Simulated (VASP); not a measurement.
# Cu (P6_3/mmc) in VASP: further runs

Runs on Cu. Level: r2SCAN. Tasks: relaxation of cell and atoms, single point.

Program: VASP 6.6.1. These are calculated values, not measurements. Logs are shortened: lines on timing, memory, paths and dates and some standing lists are left out, and cuts for length are marked.

### 1 The cell of the first run

Symmetry: P6_3/mmc, No. 194, hexagonal system. The conventional cell has a = 2.556 Å, b = 2.556 Å, c = 4.174 Å, α = 90.00°, β = 90.00°, γ = 120.00°. Cu (site symmetry -6m2) has 12 Cu at 2.56 Å within 3.4 Å.

This isn't the form of Cu at room conditions, which is fcc.

### 2 Relaxation of cell and atoms, r2SCAN

File POSCAR:

```
Cu
1.0
    2.5561591618      0.0000000000      0.0000000000
   -1.2780795809      2.2136987702      0.0000000000
    0.0000000000      0.0000000000      4.1742079112
Cu
2
Direct
    0.3333333333      0.6666666667      0.2500000000
    0.6666666667      0.3333333333      0.7500000000
```

File INCAR.step1:

```
SYSTEM = Cu
ALGO     = Normal         ! electronic algorithm
EDIFF    = 1E-4           ! SCF threshold, eV
ENCUT    = 600            ! plane-wave cutoff, eV
GGA      = PE             ! functional
ISMEAR   = -1             ! smearing method
LASPH    = .True.         ! aspherical terms in the spheres
LCHARG   = .False.        ! write CHGCAR
LREAL    = .False.        ! projectors in reciprocal space
LWAVE    = .True.         ! write WAVECAR
NELM     = 100            ! most SCF steps
PREC     = Accurate       ! precision mode
SIGMA    = 0.1            ! smearing width, eV
```

File INCAR.step2:

```
SYSTEM = Cu
ALGO     = Normal         ! electronic algorithm
EDIFF    = 1E-6           ! SCF threshold, eV
EDIFFG   = -0.01          ! ionic threshold
ENCUT    = 600            ! plane-wave cutoff, eV
IBRION   = 2              ! ionic algorithm
ISIF     = 3              ! what is computed and relaxed
ISMEAR   = -1             ! smearing method
ISTART   = 1            
LASPH    = .True.         ! aspherical terms in the spheres
LCHARG   = .False.        ! write CHGCAR
LMIXTAU  = .True.       
LREAL    = .False.        ! projectors in reciprocal space
LWAVE    = .False.        ! write WAVECAR
METAGGA  = R2SCAN         ! meta-GGA
NELM     = 100            ! most SCF steps
NSW      = 80             ! ionic steps
PREC     = Accurate       ! precision mode
SIGMA    = 0.1            ! smearing width, eV
```

File KPOINTS:

```
k-points
0
Gamma
  14 14 8
  0 0 0
```

Potentials or basis: VASP PAW PBE potentials, release 64 (Cu).

The run is started by

```
$ cat potpaw_PBE.64/Cu/POTCAR > POTCAR
$ cp INCAR.step1 INCAR
$ mpirun -np 1 vasp_std > vasp.out
$ cp INCAR.step2 INCAR
$ mpirun -np 1 vasp_std > vasp.out
```

OUTCAR:

```text
SYSTEM = Cu
   EDIFF = 1E-6
   EDIFFG = -0.01
   ENCUT = 600
   IBRION = 2
   ISIF = 3
   ISMEAR = -1
   ISTART = 1
   LASPH = .True.
   LREAL = .False.
   METAGGA = R2SCAN
   NELM = 100
   NSW = 80
   PREC = Accurate

 ion  position               nearest neighbor table
   1  0.333  0.667  0.250-   2 2.56   2 2.56   2 2.56   2 2.56   2 2.56   2 2.56
   2  0.667  0.333  0.750-   1 2.56   1 2.56   1 2.56   1 2.56   1 2.56   1 2.56

  LATTYP: Found a hexagonal cell.
 ALAT       =     2.5561591618
 C/A-ratio  =     1.6330000000

  Lattice vectors:

 A1 = (   2.5561591618,   0.0000000000,   0.0000000000)
 A2 = (  -1.2780795809,   2.2136987702,   0.0000000000)
 A3 = (   0.0000000000,   0.0000000000,   4.1742079112)

Analysis of symmetry for initial positions (statically):
=====================================================================
 Subroutine PRICEL returns:
 Original cell was already a primitive cell.

 Routine SETGRP: Setting up the symmetry group for a
 hexagonal supercell.

 Subroutine GETGRP returns: Found 24 space group operations
 (whereof 12 operations were pure point group operations)
 out of a pool of 24 trial point group operations.

The static configuration has the point symmetry D_3d.
 The point group associated with its full space group is D_6h.

Analysis of symmetry for dynamics (positions and initial velocities):
=====================================================================
 Subroutine PRICEL returns:
 Original cell was already a primitive cell.

 Routine SETGRP: Setting up the symmetry group for a
 hexagonal supercell.

 Subroutine GETGRP returns: Found 24 space group operations
 (whereof 12 operations were pure point group operations)
 out of a pool of 24 trial point group operations.

The dynamic configuration has the point symmetry D_3d.
 The point group associated with its full space group is D_6h.

 Subroutine INISYM returns: Found 24 space group operations
 (whereof 12 operations are pure point group operations),
 and found     1 'primitive' translations

----------------------------------------------------------------------------------------

                                     Primitive cell

  volume of cell :      23.6200

  direct lattice vectors                    reciprocal lattice vectors
     2.556159162  0.000000000  0.000000000     0.391211946  0.225866322  0.000000000
    -1.278079581  2.213698770  0.000000000     0.000000000  0.451732645  0.000000000
     0.000000000  0.000000000  4.174207911     0.000000000  0.000000000  0.239566409

  length of vectors
     2.556159162  2.556159162  4.174207911     0.451732645  0.451732645  0.239566409

  position of ions in fractional coordinates (direct lattice)
     0.333333333  0.666666667  0.250000000
     0.666666667  0.333333333  0.750000000

  ion indices of the primitive-cell ions
   primitive index   ion index
                 1           1
                 2           2

----------------------------------------------------------------------------------------

 KPOINTS: k-points

Automatic generation of k-mesh.
 Grid dimensions read from file:
 generate k-points for:   14   14    8

 Generating k-lattice:

  Cartesian coordinates                     Fractional coordinates (reciprocal lattice)
     0.027943710  0.016133309  0.000000000     0.071428571  0.000000000  0.000000000
     0.000000000  0.032266617  0.000000000     0.000000000  0.071428571  0.000000000
     0.000000000  0.000000000  0.029945801     0.000000000  0.000000000  0.125000000

  Length of vectors
     0.032266617  0.032266617  0.029945801

  Shift w.r.t. Gamma in fractional coordinates (k-lattice)
     0.000000000  0.000000000  0.000000000

 Subroutine IBZKPT returns following result:
 ===========================================

 Found    120 irreducible k-points:

 Following reciprocal coordinates:
            Coordinates               Weight
  0.000000  0.000000  0.000000      1.000000
  0.071429  0.000000  0.000000      6.000000
  0.142857 -0.000000  0.000000      6.000000
  0.214286  0.000000  0.000000      6.000000
  0.285714 -0.000000  0.000000      6.000000
  0.357143 -0.000000  0.000000      6.000000
[... 16 lines left out ...]
  0.285714  0.285714  0.000000      6.000000
  0.357143  0.285714  0.000000      6.000000
 [... further k-points ...]
   k-points           NKPTS =    120   k-points in BZ     NKDIM =    120   number of bands    NBANDS=     15
   number of dos      NEDOS =    301   number of ions     NIONS =      2
   total plane-waves  NPLWV =  14400
   dimension x,y,z NGX =    20 NGY =   20 NGZ =   36
   dimension x,y,z NGXF=    40 NGYF=   40 NGZF=   72
   ions per type =               2
   NGX,Y,Z   is equivalent  to a cutoff of  13.01, 13.01, 14.34 a.u.
   NGXF,Y,Z  is equivalent  to a cutoff of  26.01, 26.01, 28.68 a.u.
 SYSTEM =  Cu
   PREC   = accura    normal or accurate (medium, high low for compatibility)
   ISTART =      1    job   : 0-new  1-cont  2-samecut
   ICHARG =      0    charge: 1-file 2-atom 10-const
   ISPIN  =      1    spin polarized calculation?
   LNONCOLLINEAR =      F non collinear calculations
   LSORBIT =      F    spin-orbit coupling
   LASPH  =      T    aspherical Exc in radial PAW
   ENCUT  =  600.0 eV  44.10 Ry    6.64 a.u.   5.11  5.11  8.34*2*pi/ulx,y,z
   NELM   =    100;   NELMIN=  2; NELMDL=  0     # of ELM steps
   EDIFF  = 0.1E-05   stopping-criterion for ELM
   LREAL  =      F    real-space projection
   EDIFFG = -.1E-01   stopping-criterion for IOM
   NSW    =     80    number of steps for IOM
   IBRION =      2    ionic relax: 0-MD 1-quasi-New 2-CG
   NFREE  =      1    steps in history (QN), initial steepest desc. (CG)
   ISIF   =      3    stress and relaxation
   ISYM   =      2    0-nonsym 1-usesym 2-fastsym
   POTIM  = 0.5000    time-step for ionic-motion
   TEBEG  =    0.0;   TEEND  =   0.0 temperature during run
   PSTRESS=    0.0 pullay stress
   NELECT =      22.0000    total number of electrons
   NUPDOWN=      -1.0000    fix difference up-down
   EMIN   =  10.00;   EMAX   =-10.00  energy-range for DOS
   EFERMI =   0.00;   METHOD = LEGACY
   ISMEAR =    -1;   SIGMA  =   0.10  broadening in eV -4-tet -1-fermi 0-gaus
   EFERMI_NEDOS =   21; number of points for ismear=-14 and -15
   IALGO  =     38    algorithm
   IMIX   =      4    mixing-type and parameters
     AMIX     =   0.40;   BMIX     =  1.00
     AMIX_MAG =   1.60;   BMIX_MAG =  1.00
  volume/ion in A,a.u.               =      11.81        79.70
  Fermi-wavevector in a.u.,A,eV,Ry     =   1.598781  3.021257 34.777848  2.556100
  Thomas-Fermi vector in A             =   2.696177
   LORBIT       =      0    0 simple, 1 ext, 2 COOP (PROOUT), +10 PAW based schemes
   METAGGA = R2SCAN    functional components
   LHFCALC =     F    Hartree Fock is set to
   AEXX    =    0.0000 exact exchange contribution
   IVDW    =     0    specifies the selected vdW correction
   LEPSILON=     F    determine dielectric tensor
   LRPA    =     F    only Hartree local field effects (RPA)
 conjugate gradient relaxation of ions
 non-spin polarized calculation
  energy-cutoff  :      600.00
  volume of cell :       23.62
 maximum number of plane-waves:       803
   NGX = 11   NGY = 11   NGZ = 17

--------------------------------------- Ionic step        1  -------------------------------------------

 number of electron      22.0000008 magnetization

 Free energy of the ion-electron system (eV)
  ---------------------------------------------------
  ext. energy  EPLUGINS =         0.00000000
  ---------------------------------------------------
  free energy    TOTEN  =       -21.63337655 eV

  energy without entropy =      -21.60805286  energy(sigma->0) =      -21.62071471

------------------------ aborting loop because EDIFF is reached ----------------------------------------

  FORCE on cell =-STRESS in cart. coord.  units (eV):
  Direction    XX          YY          ZZ          XY          YZ          ZX
  --------------------------------------------------------------------------------------
  -------------------------------------------------------------------------------------
  Total       -0.5864462     -0.5864462     -0.5488282     -0.0000000      0.0000000      0.0000000
  in kB      -39.7794056    -39.7794056    -37.2277244     -0.0000000      0.0000000      0.0000000
  external PRESSURE =     -38.9288452 kB  Pullay stress =       0.0000000 kB
[... 201 lines left out ...]
  energy  without entropy=      -21.6152237281  energy(sigma->0) =      -21.62793605

--------------------------------------- Ionic step        7  -------------------------------------------

 number of electron      21.9999998 magnetization

 Free energy of the ion-electron system (eV)
  ---------------------------------------------------
  ext. energy  EPLUGINS =         0.00000000
  ---------------------------------------------------
  free energy    TOTEN  =       -21.64065814 eV

  energy without entropy =      -21.61521297  energy(sigma->0) =      -21.62793555

 E-fermi :   7.6537     XC(G=0): -13.9228

 val. band max:        7.6522648308   @ k =   0.5000  -0.0000   0.3750
 cond. band min:       7.7074319256   @ k =   0.5000  -0.0000   0.0000
 fundamental gap:      0.0551670949
 Fermi energy:         7.6536967630

 k-point     1 :       0.0000    0.0000    0.0000
  band No.  band energies     occupation
      1      -2.1518      2.00000
      2       2.3319      2.00000
      3       4.4973      2.00000
      4       4.5592      2.00000
      5       4.5594      2.00000
      6       4.7784      2.00000
      7       4.7786      2.00000
      8       5.0762      2.00000
      9       5.0762      2.00000
     10       5.8579      2.00000
     11       5.8579      2.00000
     12       6.5911      1.99995
     13      11.8172      0.00000
     14      30.1163      0.00000
     15      30.9414      0.00000
[... 397 lines left out ...]
 k-point    24 :       0.3571    0.2857    0.0000
  band No.  band energies     occupation
      1       3.2629      2.00000
      2       3.3218      2.00000
      3       3.4298      2.00000
      4       3.6947      2.00000
      5       4.3101      2.00000
      6       4.3845      2.00000
      7       5.0071      2.00000
      8       5.7204      2.00000
      9       5.8359      2.00000
     10       5.8415      2.00000
     11      10.2526      0.00000
     12      10.8890      0.00000
     13      12.7071      0.00000
     14      18.3860      0.00000
     15      18.4484      0.00000

 [... further k-points ...]

------------------------ aborting loop because EDIFF is reached ----------------------------------------

  FORCE on cell =-STRESS in cart. coord.  units (eV):
  Direction    XX          YY          ZZ          XY          YZ          ZX
  --------------------------------------------------------------------------------------
  -------------------------------------------------------------------------------------
  Total        0.0025699      0.0025699      0.0154225      0.0000000      0.0000000      0.0000000
  in kB        0.1789893      0.1789893      1.0741378      0.0000000      0.0000000      0.0000000
  external PRESSURE =       0.4773721 kB  Pullay stress =       0.0000000 kB
[... 17 lines left out ...]
  FREE ENERGIE OF THE ION-ELECTRON SYSTEM (eV)
  ---------------------------------------------------
  free  energy   TOTEN  =       -21.6406581358 eV

  energy  without entropy=      -21.6152129671  energy(sigma->0) =      -21.62793555

 reached required accuracy - stopping structural energy minimisation
```

It took 10 min on 1 thread of Intel Xeon Platinum 8488C (Sapphire Rapids), shared host; peak memory 0.17 GiB.

What came out:

```
Free energy                           : -21.6407 eV
Relaxed volume                        : 11.50 Å³/atom
Relaxed cell                          : a = 2.533 Å, b = 2.533 Å, c = 4.141 Å, α = 90.00°, β = 90.00°, γ = 120.00°
Space group after relaxing (to 0.1 Å) : P6_3/mmc (No. 194)
Energy gained by relaxing             : 3.6 meV/atom
Ionic steps                           : 7
Pressure after relaxing               : 0.0 GPa
Band gap on the k mesh                : zero (bands 11 and 12 overlap by 5.92 eV)
```

The path:
| step | energy change (eV) | largest force (eV/Å) | pressure (GPa) | volume (Å³) |
| --- | --- | --- | --- | --- |
| 1 | 0.0000 | 0.0000 | -3.89 | 23.62 |
| 2 | -0.0042 | 0.0000 | 2.63 | 22.65 |
| 3 | -0.0073 | 0.0000 | -0.08 | 23.03 |
| 4 | -0.0073 | 0.0000 | -0.09 | 23.02 |
| 5 | -0.0065 | 0.0000 | 1.26 | 22.83 |
| 6 | -0.0073 | 0.0000 | 0.05 | 23.00 |
| 7 | -0.0073 | 0.0000 | 0.05 | 23.00 |

Final structure:
```
Cu
1.0
     2.53266    0.00000    0.00000
    -1.26633    2.19335    0.00000
     0.00000    0.00000    4.14114
Cu
2
Direct
  0.33333 0.66667 0.25000
  0.66667 0.33333 0.75000
```

Caveat: the PAW data sets were made with another functional, which shifts forces and pressure a little.

### 3 Single point, r2SCAN, non-collinear spin, zero start, spin-orbit coupling

This run uses another cell than the first one, of 11.46 Å³/atom.

File POSCAR:

```
Cu
1.0
    2.5288341104      0.0000000000      0.0000000000
   -1.2644170552      2.1900345816      0.0000000000
    0.0000000000      0.0000000000      4.1386662348
Cu
2
Direct
    0.3333333333      0.6666666667      0.2500000000
    0.6666666667      0.3333333333      0.7500000000
```

File INCAR.step1:

```
SYSTEM = Cu
PREC = Accurate ; ENCUT = 520
ISMEAR = -1 ; SIGMA = 0.1
LREAL = .False. ; LASPH = .True.
NELM = 150 ; LNONCOLLINEAR = .True.
MAGMOM = 0 0 0 0 0 0 ; LSORBIT = .True.
GGA_COMPAT = .False. ; LMAXMIX = 4
NBANDS = 34 ; GGA = PE
ALGO = Normal ; EDIFF = 1E-4
LWAVE = .True. ; LCHARG = .False.
```

File INCAR.step2:

```
SYSTEM = Cu
PREC = Accurate ; ENCUT = 520
EDIFF = 1E-6 ; ISMEAR = -1
SIGMA = 0.1 ; LREAL = .False.
LASPH = .True. ; NELM = 150
ALGO = Normal ; ISIF = 2
LWAVE = .False. ; LCHARG = .False.
LNONCOLLINEAR = .True. ; MAGMOM = 0 0 0 0 0 0
LORBIT = 11 ; LSORBIT = .True.
GGA_COMPAT = .False. ; LORBMOM = .True.
LMAXMIX = 4 ; METAGGA = R2SCAN
LMIXTAU = .True. ; NBANDS = 34
ISTART = 1
```

File KPOINTS:

```
regular mesh
0
Gamma
  14 14 8
  0 0 0
```

Potentials or basis: VASP PAW PBE potentials, release 64 (Cu).

The run is started by

```
$ cat potpaw_PBE.64/Cu/POTCAR > POTCAR
$ cp INCAR.step1 INCAR
$ mpirun -np 1 vasp_ncl > vasp.out
$ cp INCAR.step2 INCAR
$ mpirun -np 1 vasp_ncl > vasp.out
```

Wall time 14 min (1 thread of Intel Xeon Platinum 8488C (Sapphire Rapids), shared host); peak memory 0.3 GiB.

Results (log left out):

```
Free energy                                           : -21.6516 eV
Pressure                                              : 0.6 GPa
Net moment                                            : 0.00 μB per cell
Valence electrons inside the program's atomic spheres : Cu 10.08
```

Moments on the atoms (μB; x, y, z):
```
Cu  0.00 0.00 0.00
Cu  0.00 0.00 0.00
```

Caveat: the PAW data sets were made with another functional, which shifts forces and pressure a little.
